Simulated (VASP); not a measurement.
Set up this calculation in VASP 6.6.1, as the native input.

| Quantity | Value |
| --- | --- |
| Task | single point |
| Functional | PBE |
| Dispersion | D3(BJ) |
| Potentials or basis | VASP PAW PBE potentials, release 64 (Pt, Se) |
| Cutoff | 520 eV |
| k mesh | 10 × 8 × 6 |
| Occupations | gaussian, width 0.15 eV |
| Spin | no spin polarisation |
| Dipole correction | no |
| Further INCAR settings | ALGO = Normal; EDIFF = 1e-06; NBANDS = 31 |

The structure of PtSe2 lies in POSCAR:

```
PtSe2
1.0
   -3.7717024396      0.0000000000      0.0000000000
    0.0000000000      0.0000000000     -4.8218263533
    0.0000000001     -6.5327802564      0.0000000000
Pt Se
2 4
Direct
    0.5000000000      0.0000000000      0.5000000000
    0.0000000000      0.0000000000      1.0000000000
    0.5000000000      0.7344562528      0.1666666667
    0.0000000000      0.7344562528      0.6666666667
    0.0000000000      0.2655437472      0.3333333333
    0.5000000000      0.2655437472      0.8333333333
```

The input as run:

INCAR

```
SYSTEM = PtSe2
PREC     = Accurate       ! precision mode
ENCUT    = 520            ! plane-wave cutoff, eV
EDIFF    = 1E-6           ! SCF threshold, eV
ISMEAR   = 0              ! smearing method
SIGMA    = 0.15           ! smearing width, eV
LREAL    = .FALSE.        ! projectors in reciprocal space
LASPH    = .TRUE.         ! aspherical terms in the spheres
NELM     = 60             ! most SCF steps
ALGO     = Normal         ! electronic algorithm
ISIF     = 2              ! what is computed and relaxed
LWAVE    = .FALSE.        ! write WAVECAR
LCHARG   = .FALSE.        ! write CHGCAR
GGA      = PE             ! functional
IVDW     = 12             ! dispersion correction
NBANDS   = 31             ! bands
```

KPOINTS

```
Automatic mesh
0
G
  10 8 6
  0 0 0
```

Potentials or basis: VASP PAW PBE potentials, release 64 (Pt, Se).

Run with:

```console
$ cat potpaw_PBE.64/Pt/POTCAR potpaw_PBE.64/Se/POTCAR > POTCAR
$ mpirun -np 1 vasp_std > vasp.out
```

Results of the run:

```json
{
  "Pressure": "0.0 GPa",
  "Largest force": "0.005 eV/Å",
  "Band gap on the k mesh": "zero (bands 22 and 23 overlap by 0.63 eV)",
  "Dispersion energy per atom": "-0.490 eV"
}
```

Caveat: spin-orbit coupling is left out, which moves the levels of the heavy elements.

Wall time 7.9 min on 1 thread of Intel Xeon 8259CL (shared host), peak memory 0.59 GiB.
